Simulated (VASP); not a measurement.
# Cs2B (Fd-3m) in VASP: notebook

Runs on Cs2B. Level: PBE. Tasks: single point, relaxation of cell and atoms.

All numbers are computed with VASP 6.6.1; they aren't measurements. Logs are shortened: lines on timing, memory, paths and dates and some standing lists are left out, and cuts for length are marked.

### 1 The cell of the first run

It takes space group Fd-3m (No. 227, cubic). Conventional cell: a = 10.374 Å, b = 10.374 Å, c = 10.374 Å, α = 90.00°, β = 90.00°, γ = 90.00°. Cs (site symmetry -3m) has 6 Cs at 3.67 Å and 6 B at 4.30 Å within 4.8 Å. B (site symmetry -43m) has 12 Cs at 4.30 Å and 4 B at 4.49 Å within 5.6 Å.

### 2 Single point, PBE

INCAR reads:

```
SYSTEM = Cs2B
ALGO = Normal
EDIFF = 1E-6
ENCUT = 520
GGA = PE
ISIF = 2
ISMEAR = 0
LASPH = .True.
LCHARG = .False.
LREAL = .False.
LWAVE = .False.
NBANDS = 30
NELM = 80
PREC = Accurate
SIGMA = 0.1
```

KPOINTS reads:

```
k-points
0
Gamma
  4 4 4
  0 0 0
```

POSCAR reads:

```
Cs2B
1.0
    0.0000000000      5.1869330077      5.1869330077
    5.1869330077      0.0000000000      5.1869330077
    5.1869330077      5.1869330077      0.0000000000
Cs B
4 2
Direct
    0.6250000000      0.6250000000      0.6250000000
    0.1250000000      0.6250000000      0.6250000000
    0.6250000000      0.6250000000      0.1250000000
    0.6250000000      0.1250000000      0.6250000000
    0.0000000000      0.0000000000      0.0000000000
    0.2500000000      0.2500000000      0.2500000000
```

Potentials or basis: VASP PAW PBE potentials, release 64 (Cs_sv, B).

Run with:

```
$ cat potpaw_PBE.64/Cs_sv/POTCAR potpaw_PBE.64/B/POTCAR > POTCAR
$ mpirun -np 1 vasp_std > vasp.out
```

OUTCAR:

```text
SYSTEM = Cs2B
   EDIFF = 1E-6
   ENCUT = 520
   GGA = PE
   ISIF = 2
   ISMEAR = 0
   LASPH = .True.
   LREAL = .False.
   NELM = 80
   PREC = Accurate

 ion  position               nearest neighbor table
   1  0.625  0.625  0.625-
   2  0.125  0.625  0.625-
   3  0.625  0.625  0.125-
   4  0.625  0.125  0.625-
   5  0.000  0.000  0.000-
   6  0.250  0.250  0.250-

  LATTYP: Found a face centered cubic cell.
 ALAT       =    10.3738660154

  Lattice vectors:

 A1 = (   0.0000000000,   5.1869330077,   5.1869330077)
 A2 = (   5.1869330077,   0.0000000000,   5.1869330077)
 A3 = (   5.1869330077,   5.1869330077,   0.0000000000)

Analysis of symmetry for initial positions (statically):
=====================================================================
 Subroutine PRICEL returns:
 Original cell was already a primitive cell.

 Routine SETGRP: Setting up the symmetry group for a
 face centered cubic supercell.

 Subroutine GETGRP returns: Found 48 space group operations
 (whereof 24 operations were pure point group operations)
 out of a pool of 48 trial point group operations.

The static configuration has the point symmetry T_d .
 The point group associated with its full space group is O_h .

Analysis of symmetry for dynamics (positions and initial velocities):
=====================================================================
 Subroutine PRICEL returns:
 Original cell was already a primitive cell.

 Routine SETGRP: Setting up the symmetry group for a
 face centered cubic supercell.

 Subroutine GETGRP returns: Found 48 space group operations
 (whereof 24 operations were pure point group operations)
 out of a pool of 48 trial point group operations.

The dynamic configuration has the point symmetry T_d .
 The point group associated with its full space group is O_h .

 Subroutine INISYM returns: Found 48 space group operations
 (whereof 24 operations are pure point group operations),
 and found     1 'primitive' translations

----------------------------------------------------------------------------------------

                                     Primitive cell

  volume of cell :     279.1013
[... 77 lines left out ...]
   LASPH  =      T    aspherical Exc in radial PAW
   ENCUT  =  520.0 eV  38.22 Ry    6.18 a.u.  13.64 13.64 13.64*2*pi/ulx,y,z
   NELM   =     80;   NELMIN=  2; NELMDL= -5     # of ELM steps
   EDIFF  = 0.1E-05   stopping-criterion for ELM
   LREAL  =      F    real-space projection
   EDIFFG = 0.1E-04   stopping-criterion for IOM
   NSW    =      0    number of steps for IOM
   IBRION =     -1    ionic relax: 0-MD 1-quasi-New 2-CG
   NFREE  =      0    steps in history (QN), initial steepest desc. (CG)
   ISIF   =      2    stress and relaxation
   ISYM   =      2    0-nonsym 1-usesym 2-fastsym
   POTIM  = 0.5000    time-step for ionic-motion
   TEBEG  =    0.0;   TEEND  =   0.0 temperature during run
   PSTRESS=    0.0 pullay stress
   NELECT =      42.0000    total number of electrons
   NUPDOWN=      -1.0000    fix difference up-down
   EMIN   =  10.00;   EMAX   =-10.00  energy-range for DOS
   EFERMI =   0.00;   METHOD = LEGACY
   ISMEAR =     0;   SIGMA  =   0.10  broadening in eV -4-tet -1-fermi 0-gaus
   EFERMI_NEDOS =   21; number of points for ismear=-14 and -15
   IALGO  =     38    algorithm
   IMIX   =      4    mixing-type and parameters
     AMIX     =   0.40;   BMIX     =  1.00
     AMIX_MAG =   1.60;   BMIX_MAG =  1.00
  volume/ion in A,a.u.               =      46.52       313.91
  Fermi-wavevector in a.u.,A,eV,Ry     =   0.870771  1.645519 10.316511  0.758242
  Thomas-Fermi vector in A             =   1.989784
   LORBIT       =      0    0 simple, 1 ext, 2 COOP (PROOUT), +10 PAW based schemes
   GGA     = PE    functional components
   LHFCALC =     F    Hartree Fock is set to
   AEXX    =    0.0000 exact exchange contribution
   IVDW    =     0    specifies the selected vdW correction
   LEPSILON=     F    determine dielectric tensor
   LRPA    =     F    only Hartree local field effects (RPA)
 non-spin polarized calculation
 Gauss-broadening in eV      SIGMA  =   0.10
  energy-cutoff  :      520.00
  volume of cell :      279.10
 maximum number of plane-waves:      7631
 NGX is ok and might be reduce to    56
   NGX = 27   NGY = 27   NGZ = 27

 number of electron      41.9999993 magnetization

 Free energy of the ion-electron system (eV)
  ---------------------------------------------------
  ext. energy  EPLUGINS =         0.00000000
  ---------------------------------------------------
  free energy    TOTEN  =        -5.57290625 eV

  energy without entropy =       -5.50823835  energy(sigma->0) =       -5.54057230

 E-fermi :   1.8579     XC(G=0):  -7.4334

 val. band max:        1.8523896935   @ k =  -0.2500   0.2500   0.0000
 cond. band min:       1.8722226930   @ k =   0.5000   0.5000   0.0000
 fundamental gap:      0.0198329995
 Fermi energy:         1.8578652558

 k-point     1 :       0.0000    0.0000    0.0000
  band No.  band energies     occupation
      1     -22.4617      2.00000
      2     -22.0077      2.00000
      3     -22.0077      2.00000
      4     -22.0077      2.00000
      5     -11.0170      2.00000
      6      -9.6911      2.00000
[... 253 lines left out ...]
     29       4.2820      0.00000
     30       4.2822      0.00000

------------------------ aborting loop because EDIFF is reached ----------------------------------------

  FORCE on cell =-STRESS in cart. coord.  units (eV):
  Direction    XX          YY          ZZ          XY          YZ          ZX
  --------------------------------------------------------------------------------------
  -------------------------------------------------------------------------------------
  Total        0.4405218      0.4405218      0.4405218      0.0000000      0.0000000     -0.0000000
  in kB        2.5288095      2.5288095      2.5288095      0.0000000      0.0000000     -0.0000000
  external PRESSURE =       2.5288095 kB  Pullay stress =       0.0000000 kB

 VOLUME and BASIS-vectors are now :
 -----------------------------------------------------------------------------
  energy-cutoff  :      520.00
  volume of cell :      279.10
      direct lattice vectors                 reciprocal lattice vectors
     0.000000000  5.186933008  5.186933008    -0.096396078  0.096396078  0.096396078
     5.186933008  0.000000000  5.186933008     0.096396078 -0.096396078  0.096396078
     5.186933008  5.186933008  0.000000000     0.096396078  0.096396078 -0.096396078

 POSITION                                       TOTAL-FORCE (eV/Angst)
 -----------------------------------------------------------------------------------
      6.48367      6.48367      6.48367         0.000000     -0.000000     -0.000000
      6.48367      3.89020      3.89020        -0.000000     -0.000000     -0.000000
      3.89020      3.89020      6.48367         0.000000     -0.000000     -0.000000
      3.89020      6.48367      3.89020        -0.000000     -0.000000     -0.000000
      0.00000      0.00000      0.00000         0.000000      0.000000      0.000000
      2.59347      2.59347      2.59347        -0.000000     -0.000000     -0.000000
 -----------------------------------------------------------------------------------
    total drift:                               -0.000000     -0.000000      0.000000

  FREE ENERGIE OF THE ION-ELECTRON SYSTEM (eV)
  ---------------------------------------------------
  free  energy   TOTEN  =        -5.5729062482 eV

  energy  without entropy=       -5.5082383524  energy(sigma->0) =       -5.54057230
```

OSZICAR:

```text
N       E                     dE             d eps       ncg     rms          rms(c)
DAV:   1     0.293244174288E+03    0.29324E+03   -0.15890E+04   480   0.112E+03
DAV:   2     0.255377283047E+02   -0.26771E+03   -0.26205E+03   678   0.191E+02
DAV:   3    -0.619057523413E+01   -0.31728E+02   -0.31482E+02   632   0.707E+01
DAV:   4    -0.678052684687E+01   -0.58995E+00   -0.58637E+00   592   0.114E+01
DAV:   5    -0.679089835254E+01   -0.10372E-01   -0.10358E-01   608   0.130E+00    0.326E+00
DAV:   6    -0.561476827341E+01    0.11761E+01   -0.45704E+00   596   0.368E+00    0.156E+00
DAV:   7    -0.558653143323E+01    0.28237E-01   -0.28859E-01   548   0.151E+00    0.786E-01
DAV:   8    -0.557109681277E+01    0.15435E-01   -0.84539E-02   564   0.113E+00    0.236E-01
DAV:   9    -0.557235341399E+01   -0.12566E-02   -0.39175E-03   642   0.229E-01    0.138E-01
DAV:  10    -0.557290979306E+01   -0.55638E-03   -0.21163E-03   592   0.191E-01    0.250E-02
DAV:  11    -0.557289778106E+01    0.12012E-04   -0.74012E-05   604   0.272E-02    0.129E-02
DAV:  12    -0.557290618048E+01   -0.83994E-05   -0.26084E-05   552   0.219E-02    0.287E-03
DAV:  13    -0.557290624816E+01   -0.67673E-07   -0.22031E-06   466   0.402E-03
   1 F= -.55729062E+01 E0= -.55405723E+01  d E =-.646679E-01
```

stdout:

```text
POSCAR found type information on POSCAR CsB
 POSCAR found :  2 types and       6 ions
 scaLAPACK will be used
 LDA part: xc-table for (Slater+PW92), standard interpolation
 POSCAR, INCAR and KPOINTS ok, starting setup
 FFT: planning ... GRIDC
 FFT: planning ... GRID_SOFT
 FFT: planning ... GRID
 WAVECAR not read
 entering main loop
```

Wall time 93 s (1 thread of Oxide Virtual Turin-like, shared host); peak memory 0.4 GiB.

What came out:

* Free energy: -5.5729 eV
* Pressure: 0.3 GPa
* Band gap on the k mesh: zero (bands 21 and 22 overlap by 0.86 eV)

Caveat: spin-orbit coupling is left out, which moves the levels of the heavy elements.

### 3 Single point, PBE

This run uses another cell than the first one, of 48.53 Å³/atom.

INCAR reads:

```
SYSTEM = Cs2B
ALGO     = Fast           ! electronic algorithm
EDIFF    = 1E-6           ! SCF threshold, eV
ENCUT    = 520            ! plane-wave cutoff, eV
GGA      = PE             ! functional
ISIF     = 2              ! what is computed and relaxed
ISMEAR   = 0              ! smearing method
LASPH    = .True.         ! aspherical terms in the spheres
LCHARG   = .True.         ! write CHGCAR
LELF     = .True.         ! ELF
LREAL    = .False.        ! projectors in reciprocal space
LVHAR    = .True.       
LWAVE    = .False.        ! write WAVECAR
NBANDS   = 30             ! bands
NELM     = 100            ! most SCF steps
PREC     = Accurate       ! precision mode
SIGMA    = 0.1            ! smearing width, eV
```

KPOINTS reads:

```
k-points
0
Gamma
  6 6 6
  0 0 0
```

POSCAR reads:

```
Cs2B
1.0
    0.0000000000      5.2606138221      5.2606138221
    5.2606138221      0.0000000000      5.2606138221
    5.2606138221      5.2606138221      0.0000000000
Cs B
4 2
Direct
    0.1250000000      0.1250000000      0.1250000000
    0.6250000000      0.1250000000      0.1250000000
    0.1250000000      0.1250000000      0.6250000000
    0.1250000000      0.6250000000      0.1250000000
    0.5000000000      0.5000000000      0.5000000000
    0.7500000000      0.7500000000      0.7500000000
```

Potentials or basis: VASP PAW PBE potentials, release 64 (Cs_sv, B).

Run with:

```
$ cat potpaw_PBE.64/Cs_sv/POTCAR potpaw_PBE.64/B/POTCAR > POTCAR
$ mpirun -np 1 vasp_std > vasp.out
```

Wall time 3.1 min (1 thread of Oxide Virtual Turin-like, shared host); peak memory 0.43 GiB.

Results (log left out):

```yaml
Free_energy: -5.6097 eV
Pressure: 0.1 GPa
Band_gap_on_the_k_mesh: zero (bands 21 and 22 overlap by 0.76 eV)
```

Levels at points of the mesh, in eV from the Fermi level:
| k point | band 19 | band 20 | band 21 | band 22 | band 23 | band 24 |
| --- | --- | --- | --- | --- | --- | --- |
| (0.00, 0.00, 0.00) | -1.05 | -0.58 | -0.58 | -0.58 | 0.73 | 0.73 |
| (0.50, 0.00, 0.00) | -0.78 | -0.11 | -0.11 | -0.06 | 0.47 | 0.47 |
| (0.50, 0.50, 0.00) | -0.21 | -0.21 | -0.02 | -0.02 | 0.48 | 0.48 |

Caveat: spin-orbit coupling is left out, which moves the levels of the heavy elements.

### 4 Relaxation of cell and atoms, PBE

This run uses another cell than the first one, of 32.75 Å³/atom.

INCAR reads:

```
SYSTEM = Cs2B
PREC     = Accurate       ! precision mode
ENCUT    = 600            ! plane-wave cutoff, eV
EDIFF    = 1E-7           ! SCF threshold, eV
ISMEAR   = 0              ! smearing method
SIGMA    = 0.1            ! smearing width, eV
LREAL    = .False.        ! projectors in reciprocal space
LASPH    = .True.         ! aspherical terms in the spheres
NELM     = 80             ! most SCF steps
ALGO     = Fast           ! electronic algorithm
ISIF     = 3              ! what is computed and relaxed
LWAVE    = .False.        ! write WAVECAR
LCHARG   = .False.        ! write CHGCAR
GGA      = PE             ! functional
IBRION   = 2              ! ionic algorithm
NSW      = 90             ! ionic steps
EDIFFG   = -0.04          ! ionic threshold
```

KPOINTS reads:

```
Automatic mesh
0
Gamma
  4 4 4
  0 0 0
```

POSCAR reads:

```
Cs2B
1.0
    0.0000000000      4.6141895418      4.6141895418
    4.6141895418      0.0000000000      4.6141895418
    4.6141895418      4.6141895418      0.0000000000
Cs B
4 2
Direct
    0.6250000000      0.6250000000      0.6250000000
    0.1250000000      0.6250000000      0.6250000000
    0.6250000000      0.6250000000      0.1250000000
    0.6250000000      0.1250000000      0.6250000000
    0.0000000000      0.0000000000      0.0000000000
    0.2500000000      0.2500000000      0.2500000000
```

Run with:

```
$ cat potpaw_PBE.64/Cs_sv/POTCAR potpaw_PBE.64/B/POTCAR > POTCAR
$ mpirun -np 1 vasp_std > vasp.out
```

It took 10 min on 1 thread of Oxide Virtual Turin-like, shared host; peak memory 0.38 GiB.

The run converged. Its results:

```
Free energy                           : -5.5832 eV
Relaxed volume                        : 50.80 Å³/atom
Relaxed cell                          : a = 7.554 Å, b = 7.554 Å, c = 7.554 Å, α = 60.00°, β = 60.00°, γ = 60.00°
Space group after relaxing (to 0.1 Å) : Fd-3m (No. 227)
Energy gained by relaxing             : 161.1 meV/atom
Ionic steps                           : 4
Pressure after relaxing               : 0.0 GPa
Band gap on the k mesh                : zero (bands 21 and 22 overlap by 0.72 eV)
```

Step by step:
```tsv
step	energy change (eV)	largest force (eV/Å)	pressure (GPa)	volume (Å³)
1	0.0000	0.0000	5.43	196.48
2	-0.6980	0.0000	1.83	229.75
3	-0.8740	0.0000	0.73	253.21
4	-0.9664	0.0000	-0.01	304.82
```

Final structure:
```yaml
crystal:
  lattice:
    - [0.00000, 5.34161, 5.34161]
    - [5.34161, 0.00000, 5.34161]
    - [5.34161, 5.34161, 0.00000]
  atoms:
    - { symbol: Cs, position: [0.62500, 0.62500, 0.62500] }
    - { symbol: Cs, position: [0.12500, 0.62500, 0.62500] }
    - { symbol: Cs, position: [0.62500, 0.62500, 0.12500] }
    - { symbol: Cs, position: [0.62500, 0.12500, 0.62500] }
    - { symbol: B, position: [0.00000, 0.00000, 0.00000] }
    - { symbol: B, position: [0.25000, 0.25000, 0.25000] }
```

Levels at points of the mesh, in eV from the Fermi level:
| k point | band 19 | band 20 | band 21 | band 22 | band 23 | band 24 | band 25 |
| --- | --- | --- | --- | --- | --- | --- | --- |
| (0.00, 0.00, 0.00) | -1.04 | -0.49 | -0.49 | -0.49 | 0.76 | 0.76 | 0.76 |
| (0.50, 0.00, 0.00) | -0.77 | -0.08 | -0.08 | -0.03 | 0.48 | 0.48 | 0.81 |
| (0.50, 0.50, 0.00) | -0.19 | -0.19 | -0.01 | -0.01 | 0.51 | 0.51 | 0.92 |

Caveat: the volume moved by over 15 % at a fixed basis, so the end points are rough; spin-orbit coupling is left out, which moves the levels of the heavy elements.

### 5 The runs side by side

| task | cell | k mesh | cutoff (eV) | gap on the mesh (eV) | pressure (GPa) |
| --- | --- | --- | --- | --- | --- |
| single point | a = 7.335 Å, angles 60.0°, 6 atoms | 4 × 4 × 4 | 520 | none | 0.3 |
| single point | a = 7.440 Å, angles 60.0°, 6 atoms | 6 × 6 × 6 | 520 | none | 0.1 |
| relaxation of cell and atoms | relaxed from a = 6.525 Å, angles 60.0°, 6 atoms | 4 × 4 × 4 | 600 | none | 0.0 |

Alike in all rows: level PBE; potentials or basis VASP PAW PBE potentials, release 64 (Cs_sv, B); no spin polarisation; smearing gaussian 0.1 eV.

Caveats: spin-orbit coupling is left out, which moves the levels of the heavy elements; the volume moved by over 15 % at a fixed basis, so the end points are rough (at least some runs).

Total energies depend on the potentials used, so only differences within one code and one set of settings carry meaning.

The gap in the log of VASP goes by the Fermi energy; the results here count the filled bands.